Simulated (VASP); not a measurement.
# GaSn4S3 (P1) in VASP: single point with PBE

Aim: the single point of GaSn4S3 with PBE.

All numbers are computed with VASP 6.6.1; they aren't measurements. Logs are shortened: lines on timing, memory, paths and dates and some standing lists are left out, and cuts for length are marked.

**1. The cell of the first run**

The typed cell holds 8 atoms: a = 5.724 Å, b = 5.715 Å, c = 5.731 Å, α = 90.06°, β = 89.84°, γ = 90.05°.

**2. Single point, PBE (23.44 Å³/atom)**

INCAR

```
SYSTEM = GaSn4S3
PREC = Accurate
ENCUT = 520
EDIFF = 1E-6
ISMEAR = 0
SIGMA = 0.1
LREAL = .FALSE.
LASPH = .TRUE.
NELM = 80
ALGO = Fast
ISIF = 2
LWAVE = .FALSE.
LCHARG = .FALSE.
GGA = PE
NBANDS = 54
```

KPOINTS

```
Automatic mesh
0
G
  6 6 6
  0 0 0
```

POSCAR

```
GaSn4S3
1.0
    5.7242940849      0.0236734207      0.0276539181
   -0.0288538691      5.7151493063      0.0140366872
   -0.0119046146     -0.0205666745      5.7312388088
Ga Sn S
1 4 3
Direct
    0.9952869549      1.0001000884      0.0059775856
    0.0073517254      0.0034717459      0.5034900337
    0.5027684830      0.4997235647      0.4971244817
    0.0087579780      0.5000370928      0.9899710372
    0.4973540581      0.9957446056      0.9913230228
    0.4910847678      0.0001010303      0.5106823805
    1.0064772810      0.4986573924      0.5106186180
    0.4909187518      0.5021644798      0.9908128407
```

Potentials or basis: VASP PAW PBE potentials, release 64 (Ga_d, Sn_d, S).

Command:

```sh
$ cat potpaw_PBE.64/Ga_d/POTCAR potpaw_PBE.64/Sn_d/POTCAR potpaw_PBE.64/S/POTCAR > POTCAR
$ mpirun -np 1 vasp_std > vasp.out
```

OUTCAR:

```text
SYSTEM = GaSn4S3
   PREC = Accurate
   ENCUT = 520
   EDIFF = 1E-6
   ISMEAR = 0
   LREAL = .FALSE.
   LASPH = .TRUE.
   NELM = 80
   ISIF = 2
   GGA = PE

 ion  position               nearest neighbor table
   1  0.995  0.000  0.006-   5 2.85   2 2.85   4 2.86   4 2.86   5 2.88   2 2.88
   2  0.007  0.003  0.503-   6 2.77   7 2.83   1 2.85   1 2.88   7 2.89   6 2.96
   3  0.503  0.500  0.497-   8 2.83   7 2.84   6 2.86   6 2.86   7 2.88   8 2.90
   4  0.009  0.500  0.990-   7 2.75   8 2.76   1 2.86   1 2.86   8 2.96   7 2.98
   5  0.497  0.996  0.991-   6 2.76   8 2.82   1 2.85   1 2.88   8 2.89   6 2.98
   6  0.491  0.000  0.511-   5 2.76   2 2.77   3 2.86   3 2.86   2 2.96   5 2.98
   7  0.006  0.499  0.511-   4 2.75   2 2.83   3 2.84   3 2.88   2 2.89   4 2.98
   8  0.491  0.502  0.991-   4 2.76   5 2.82   3 2.83   5 2.89   3 2.90   4 2.96

  LATTYP: Found a triclinic cell.
 ALAT       =    12.7892024580
 B/A-ratio  =     1.0001766816
 C/A-ratio  =     1.3413336043
 COS(alpha) =     0.0000561792
 COS(beta)  =     0.5963176014
 COS(gamma) =     0.7999967030

  Lattice vectors:

 A1 = (  11.4604927844,   0.0679135159,  -5.6759309726)
 A2 = (  11.4197343007,   5.7624961477,   0.0693445234)
 A3 = (   5.8058110523, -11.3654918429, -11.4628970739)

Analysis of symmetry for initial positions (statically):
=====================================================================
 Subroutine PRICEL returns:
 Original cell was already a primitive cell.

 Routine SETGRP: Setting up the symmetry group for a
 triclinic supercell.

 Subroutine GETGRP returns: Found  1 space group operations
 (whereof  1 operations were pure point group operations)
 out of a pool of  2 trial point group operations.

The static configuration has the point symmetry C_1 .

Analysis of symmetry for dynamics (positions and initial velocities):
=====================================================================
 Subroutine PRICEL returns:
 Original cell was already a primitive cell.

 Routine SETGRP: Setting up the symmetry group for a
 triclinic supercell.

 Subroutine GETGRP returns: Found  1 space group operations
 (whereof  1 operations were pure point group operations)
 out of a pool of  2 trial point group operations.

The dynamic configuration has the point symmetry C_1 .

 Subroutine INISYM returns: Found  1 space group operations
 (whereof  1 operations are pure point group operations),
 and found     1 'primitive' translations

----------------------------------------------------------------------------------------

                                     Primitive cell

  volume of cell :     187.5061

  direct lattice vectors                    reciprocal lattice vectors
     5.724294085  0.023673421  0.027653918     0.174688618  0.000881045  0.000366015
    -0.028853869  5.715149306  0.014036687    -0.000726626  0.174968350  0.000626368
    -0.011904615 -0.020566674  5.731238809    -0.000841114 -0.000432776  0.174479047

  length of vectors
     5.724409833  5.715239380  5.731288074     0.174691223  0.174970980  0.174481611

  position of ions in fractional coordinates (direct lattice)
     0.995286955  0.000100088  0.005977586
     0.007351725  0.003471746  0.503490034
     0.502768483  0.499723565  0.497124482
     0.008757978  0.500037093  0.989971037
     0.497354058  0.995744606  0.991323023
     0.491084768  0.000101030  0.510682381
     0.006477281  0.498657392  0.510618618
     0.490918752  0.502164480  0.990812841

  ion indices of the primitive-cell ions
   primitive index   ion index
                 1           1
                 2           2
                 3           3
                 4           4
                 5           5
                 6           6
                 7           7
                 8           8

----------------------------------------------------------------------------------------

 KPOINTS: Automatic mesh

Automatic generation of k-mesh.
 Grid dimensions read from file:
 generate k-points for:    6    6    6

 Generating k-lattice:

  Cartesian coordinates                     Fractional coordinates (reciprocal lattice)
     0.029114770  0.000146841  0.000061003     0.166666667  0.000000000  0.000000000
    -0.000121104  0.029161392  0.000104395    -0.000000000  0.166666667  0.000000000
    -0.000140186 -0.000072129  0.029079841     0.000000000 -0.000000000  0.166666667

  Length of vectors
     0.029115204  0.029161830  0.029080269

  Shift w.r.t. Gamma in fractional coordinates (k-lattice)
     0.000000000  0.000000000  0.000000000

 Subroutine IBZKPT returns following result:
 ===========================================

 Found    112 irreducible k-points:

 Following reciprocal coordinates:
            Coordinates               Weight
  0.000000  0.000000  0.000000      1.000000
  0.166667  0.000000  0.000000      2.000000
  0.333333  0.000000  0.000000      2.000000
  0.500000  0.000000  0.000000      1.000000
 -0.000000  0.166667 -0.000000      2.000000
  0.166667  0.166667 -0.000000      2.000000
[... 16 lines left out ...]
  0.333333  0.000000  0.166667      2.000000
  0.500000  0.000000  0.166667      2.000000
 [... further k-points ...]
   k-points           NKPTS =    112   k-points in BZ     NKDIM =    112   number of bands    NBANDS=     54
   number of dos      NEDOS =    301   number of ions     NIONS =      8
   total plane-waves  NPLWV = 110592
   dimension x,y,z NGX =    48 NGY =   48 NGZ =   48
   dimension x,y,z NGXF=    96 NGYF=   96 NGZF=   96
   ions per type =               1   4   3
   NGX,Y,Z   is equivalent  to a cutoff of  13.94, 13.96, 13.92 a.u.
   NGXF,Y,Z  is equivalent  to a cutoff of  27.88, 27.92, 27.85 a.u.
 SYSTEM =  GaSn4S3
   PREC   = accura    normal or accurate (medium, high low for compatibility)
   ISTART =      0    job   : 0-new  1-cont  2-samecut
   ICHARG =      2    charge: 1-file 2-atom 10-const
   ISPIN  =      1    spin polarized calculation?
   LNONCOLLINEAR =      F non collinear calculations
   LSORBIT =      F    spin-orbit coupling
   LASPH  =      T    aspherical Exc in radial PAW
   ENCUT  =  520.0 eV  38.22 Ry    6.18 a.u.  10.64 10.63 10.66*2*pi/ulx,y,z
   NELM   =     80;   NELMIN=  2; NELMDL= -5     # of ELM steps
   EDIFF  = 0.1E-05   stopping-criterion for ELM
   LREAL  =      F    real-space projection
   EDIFFG = 0.1E-04   stopping-criterion for IOM
   NSW    =      0    number of steps for IOM
   IBRION =     -1    ionic relax: 0-MD 1-quasi-New 2-CG
   NFREE  =      0    steps in history (QN), initial steepest desc. (CG)
   ISIF   =      2    stress and relaxation
   ISYM   =      2    0-nonsym 1-usesym 2-fastsym
   POTIM  = 0.5000    time-step for ionic-motion
   TEBEG  =    0.0;   TEEND  =   0.0 temperature during run
   PSTRESS=    0.0 pullay stress
   NELECT =      87.0000    total number of electrons
   NUPDOWN=      -1.0000    fix difference up-down
   EMIN   =  10.00;   EMAX   =-10.00  energy-range for DOS
   EFERMI =   0.00;   METHOD = LEGACY
   ISMEAR =     0;   SIGMA  =   0.10  broadening in eV -4-tet -1-fermi 0-gaus
   EFERMI_NEDOS =   21; number of points for ismear=-14 and -15
   IALGO  =     68    algorithm
   IMIX   =      4    mixing-type and parameters
     AMIX     =   0.40;   BMIX     =  1.00
     AMIX_MAG =   1.60;   BMIX_MAG =  1.00
  volume/ion in A,a.u.               =      23.44       158.17
  Fermi-wavevector in a.u.,A,eV,Ry     =   1.267388  2.395015 21.854651  1.606272
  Thomas-Fermi vector in A             =   2.400538
   LORBIT       =      0    0 simple, 1 ext, 2 COOP (PROOUT), +10 PAW based schemes
   GGA     = PE    functional components
   LHFCALC =     F    Hartree Fock is set to
   AEXX    =    0.0000 exact exchange contribution
   IVDW    =     0    specifies the selected vdW correction
   LEPSILON=     F    determine dielectric tensor
   LRPA    =     F    only Hartree local field effects (RPA)
 non-spin polarized calculation
 RMM-DIIS sequential band-by-band and
 Gauss-broadening in eV      SIGMA  =   0.10
  energy-cutoff  :      520.00
  volume of cell :      187.51
 maximum number of plane-waves:      5070
 NGX is ok and might be reduce to    48
   NGX = 21   NGY = 21   NGZ = 21

 number of electron      86.9999997 magnetization

 Free energy of the ion-electron system (eV)
  ---------------------------------------------------
  ext. energy  EPLUGINS =         0.00000000
  ---------------------------------------------------
  free energy    TOTEN  =       -32.89911480 eV

  energy without entropy =      -32.88949636  energy(sigma->0) =      -32.89430558

 E-fermi :   7.2730     XC(G=0): -10.1213

 val. band max:        7.2520882322   @ k =   0.3333   0.3333   0.3333
 cond. band min:       7.3426494557   @ k =   0.5000   0.5000   0.3333
 fundamental gap:      0.0905612235
 Fermi energy:         7.2729567131

 k-point     1 :       0.0000    0.0000    0.0000
  band No.  band energies     occupation
      1     -14.7763      2.00000
      2     -14.7744      2.00000
      3     -14.7530      2.00000
      4     -14.7517      2.00000
      5     -14.7513      2.00000
      6     -14.6900      2.00000
[... 46 lines left out ...]
     53      12.6730      0.00000
     54      12.6850      0.00000

 k-point     2 :       0.1667    0.0000    0.0000
  band No.  band energies     occupation
      1     -14.7748      2.00000
      2     -14.7719      2.00000
      3     -14.7526      2.00000
      4     -14.7513      2.00000
      5     -14.7505      2.00000
      6     -14.6892      2.00000
[... 46 lines left out ...]
     53      11.9296      0.00000
     54      12.5957      0.00000

 k-point     3 :       0.3333    0.0000    0.0000
  band No.  band energies     occupation
      1     -14.7727      2.00000
      2     -14.7659      2.00000
      3     -14.7522      2.00000
      4     -14.7497      2.00000
      5     -14.7489      2.00000
      6     -14.6900      2.00000
[... 46 lines left out ...]
     53      11.8085      0.00000
     54      11.8725      0.00000
[... 1084 lines left out ...]
 k-point    23 :       0.3333    0.0000    0.1667
  band No.  band energies     occupation
      1     -14.7710      2.00000
      2     -14.7650      2.00000
      3     -14.7515      2.00000
      4     -14.7496      2.00000
      5     -14.7488      2.00000
      6     -14.6883      2.00000
[... 46 lines left out ...]
     53      11.4622      0.00000
     54      11.5091      0.00000

 k-point    24 :       0.5000    0.0000    0.1667
  band No.  band energies     occupation
      1     -14.7701      2.00000
      2     -14.7621      2.00000
      3     -14.7514      2.00000
      4     -14.7487      2.00000
      5     -14.7482      2.00000
      6     -14.6892      2.00000
[... 46 lines left out ...]
     53      11.2493      0.00000
     54      11.5731      0.00000

 [... further k-points ...]
[... 5 lines left out ...]
  --------------------------------------------------------------------------------------
  -------------------------------------------------------------------------------------
  Total        2.6646496      2.6650212      2.5811587     -0.0006471     -0.0000899      0.0261239
  in kB       22.7685506     22.7717259     22.0551481     -0.0055294     -0.0007685      0.2232199
  external PRESSURE =      22.5318082 kB  Pullay stress =       0.0000000 kB

 VOLUME and BASIS-vectors are now :
 -----------------------------------------------------------------------------
  energy-cutoff  :      520.00
  volume of cell :      187.51
      direct lattice vectors                 reciprocal lattice vectors
     5.724294085  0.023673421  0.027653918     0.174688618  0.000881045  0.000366015
    -0.028853869  5.715149306  0.014036687    -0.000726626  0.174968350  0.000626368
    -0.011904615 -0.020566674  5.731238809    -0.000841114 -0.000432776  0.174479047

 POSITION                                       TOTAL-FORCE (eV/Angst)
 -----------------------------------------------------------------------------------
      5.69724      0.02401      0.06178         0.001492      0.000981     -0.001779
      0.03599      0.00966      2.88587         0.004122     -0.003946     -0.000620
      2.85766      2.85767      2.87006        -0.000749      0.001271      0.000381
      0.02392      2.83763      5.68102         0.000622     -0.000278     -0.000821
      2.80647      5.68221      5.70924        -0.000837      0.003190     -0.005378
      2.80503      0.00170      2.94042        -0.003035     -0.001420      0.002828
      0.01661      2.83955      2.93366        -0.002388      0.001626      0.000385
      2.78388      2.86119      5.69921         0.000773     -0.001425      0.005004
 -----------------------------------------------------------------------------------
    total drift:                                0.000110     -0.000105      0.000351

  FREE ENERGIE OF THE ION-ELECTRON SYSTEM (eV)
  ---------------------------------------------------
  free  energy   TOTEN  =       -32.8991148021 eV

  energy  without entropy=      -32.8894963572  energy(sigma->0) =      -32.89430558
```

It took 26 min on 1 thread of Oxide Virtual Turin-like, shared host; peak memory 0.93 GiB.

What came out:

| Item | Value |
| --- | --- |
| Free energy | -32.8991 eV |
| Pressure | 2.3 GPa |
| Largest force | 0.006 eV/Å |
| Band gap on the k mesh | zero (an odd number of electrons rules out a gap without spin polarisation) |

Forces on the atoms (eV/Å):
```
Ga   0.001  0.001 -0.002
Sn   0.004 -0.004 -0.001
Sn  -0.001  0.001  0.000
Sn   0.001  0.000 -0.001
Sn  -0.001  0.003 -0.005
S   -0.003 -0.001  0.003
S   -0.002  0.002  0.000
S    0.001 -0.001  0.005
```

Caveat: spin-orbit coupling is left out, which moves the levels of the heavy elements.

The gap in the log of VASP goes by the Fermi energy; the results here count the filled bands.